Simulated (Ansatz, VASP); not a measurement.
**SnO in VASP and in Ansatz**

The input INCAR:

```
SYSTEM = SnO
PREC     = Accurate       ! precision mode
ENCUT    = 520            ! plane-wave cutoff, eV
EDIFF    = 1E-6           ! SCF threshold, eV
ISMEAR   = 0              ! smearing method
SIGMA    = 0.05           ! smearing width, eV
LREAL    = .FALSE.        ! projectors in reciprocal space
LASPH    = .TRUE.         ! aspherical terms in the spheres
NELM     = 60             ! most SCF steps
ALGO     = Normal         ! electronic algorithm
ISIF     = 2              ! what is computed and relaxed
LWAVE    = .FALSE.        ! write WAVECAR
LCHARG   = .FALSE.        ! write CHGCAR
GGA      = PE             ! functional
NBANDS   = 28             ! bands
```

KPOINTS

```
regular mesh
0
G
  10 10 8
  0 0 0
```

Contents of POSCAR:

```
SnO
1.0
    3.7124716293      0.0000000000      0.0000000000
    0.0000000000      3.7124716293      0.0000000000
    0.0000000000      0.0000000000      5.0719346970
Sn O
2 2
Direct
   -0.0646469587      0.5000000000      0.2284856918
    0.5646469587      0.0000000000      0.7715143082
    0.0069648620      0.0000000000      0.0000000000
    0.4930351380      0.5000000000      0.0000000000
```

Input for Ansatz:

```yaml
crystal:
  lattice:
    - [3.7124716293, 0.0, 0.0]
    - [0.0, 3.7124716293, 0.0]
    - [0.0, 0.0, 5.071934697]
  atoms:
    - { symbol: Sn, position: [-0.0646469587, 0.5, 0.2284856918] }
    - { symbol: Sn, position: [0.5646469587, 0.0, 0.7715143082] }
    - { symbol: O, position: [0.006964862, 0.0, 0.0] }
    - { symbol: O, position: [0.493035138, 0.5, 0.0] }
basis:
  ecutwfc: 520.0
kpoints:
  mp_grid: { grid: [10, 10, 8] }
hamiltonian:
  xc: pbe
  pseudopotentials: { kind: paw, azcp: { folder: soft_1 } }
scf:
  occupations: { method: gaussian, width: 0.05 }
output:
  forces: true
  stress: true
  eigenvalues: true
```

Change from the starting cell: mode 4 frozen in at -0.250 Å, equal normal strain along x and y -0.0400.

Alike in both runs: task single point; functional PBE; k mesh 10 × 10 × 8; occupations gaussian, width 0.05 eV; no spin polarisation.

|  | VASP | Ansatz |
| --- | --- | --- |
| version | VASP 6.6.1 | Ansatz 0.2.0 |
| potentials or method | VASP PAW PBE potentials, release 64 (Sn_d, O), cutoff 520 eV | scalar-relativistic, plane waves, PAW |
| valence electrons in the cell | 40 | 40 |

VASP gave:

* gap on the k mesh at the Fermi level (eV): 0.20
* least direct gap on the mesh (eV): 1.98
* pressure (GPa): 12.4
* traceless stress, the component that is largest in VASP (GPa): 8.95
* rms of the force components (eV/Å): 1.176

Q: Which values does Ansatz return?

A: gap on the k mesh at the Fermi level (eV): 0.19; least direct gap on the mesh (eV): 2.01; pressure (GPa): 12.0; traceless stress, the component that is largest in VASP (GPa): 8.73; rms of the force components (eV/Å): 1.129.

Atom by atom the forces differ by 0.054 eV/Å (rms over components). The functional is the same, so the differences come from potentials, cutoffs and numerics.
